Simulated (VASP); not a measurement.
# BaCr: single point with PBE

The system is BaCr.

```
Ba Cr
1.0
     0.00000    2.92695    2.92695
     2.92695    0.00000    2.92695
     2.92695    2.92695    0.00000
Ba Cr
1 1
Direct
  0.00000 0.00000 0.00000
  0.50000 0.50000 0.50000
```

| Quantity | Value |
| --- | --- |
| Program | VASP 6.6.1 |
| Task | single point |
| Functional | PBE |
| Potentials or basis | VASP PAW PBE potentials, release 64 (Ba_sv, Cr_pv) |
| Cutoff | 520 eV |
| k mesh | 6 × 6 × 6 |
| Occupations | gaussian, width 0.1 eV |
| Spin | collinear spin, ferromagnetic start |
| Starting moments | [0.0, 3.0] μB |
| Dipole correction | no |
| Further INCAR settings | ALGO = Fast; EDIFF = 1e-06; NBANDS = 22 |

| Property | Result |
| --- | --- |
| Pressure | 16.3 GPa |
| Net moment | 4.20 μB per cell |
| Site moments | Ba +0.10; Cr +3.74 μB |
| Valence electrons inside the program's atomic spheres | Ba 8.34; Cr 10.76 |

Levels at points of the mesh, in eV from the Fermi level:
Spin up:
```
           k point  band 9  band 10  band 11  band 12  band 13  band 14  band 15  band 16  band 17  band 18
(0.00, 0.00, 0.00)   -2.49    -2.49    -2.31    -2.31    -2.31     3.96     3.96     3.96     6.09     6.09
(0.50, 0.00, 0.00)   -1.54    -1.36    -1.36    -1.01    -1.01     0.83     0.83     1.07     5.58     5.58
(0.50, 0.50, 0.00)   -2.74    -2.08    -1.59    -1.11    -1.11     2.50     2.62     5.38     5.38     6.29
```
Spin down:
| k point | band 7 | band 8 | band 9 | band 10 | band 11 | band 12 |
| --- | --- | --- | --- | --- | --- | --- |
| (0.00, 0.00, 0.00) | -12.51 | -3.42 | -0.39 | -0.39 | -0.39 | 0.05 |
| (0.50, 0.00, 0.00) | -12.74 | -1.47 | 0.79 | 1.44 | 1.44 | 1.57 |
| (0.50, 0.50, 0.00) | -12.89 | -2.11 | -1.57 | 0.79 | 1.59 | 2.02 |

It took 61 s on 1 thread of Intel Xeon 8259CL, with other jobs on the host, peak memory 0.22 GiB.

Caveat: the cell stands under pressure; spin-orbit coupling is left out, which moves the levels of the heavy elements.
